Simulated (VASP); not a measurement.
Input of a VASP 6.6.1 run:

The input INCAR:

```
SYSTEM = Pt
PREC = Accurate ; ENCUT = 520
EDIFF = 1E-6 ; ISMEAR = -1
SIGMA = 0.1 ; LREAL = .FALSE.
LASPH = .TRUE. ; NELM = 80
ALGO = Normal ; ISIF = 2
LWAVE = .FALSE. ; LCHARG = .FALSE.
GGA = PE ; NBANDS = 17
```

File KPOINTS:

```
Automatic mesh
0
G
  8 8 5
  0 0 0
```

Contents of POSCAR:

```
Pt
1.0
    2.7751491139      0.0000000000      0.0000000000
   -1.3875745570      2.4033496320      0.0000000000
    0.0000000000      0.0000000000      4.7255064016
Pt
2
Direct
    0.3333333333      0.6666666667      0.2500000000
    0.6666666667      0.3333333333      0.7500000000
```

Potentials or basis: VASP PAW PBE potentials, release 64 (Pt).

The run is started by

```sh
$ cat potpaw_PBE.64/Pt/POTCAR > POTCAR
$ mpirun -np 1 vasp_std > vasp.out
```

What does it give for the pressure?

-0.5 GPa.

What does it give for the band gap on the k mesh?

Zero (bands 10 and 11 overlap by 1.10 eV).

Caveat: spin-orbit coupling is left out, which moves the levels of the heavy elements.
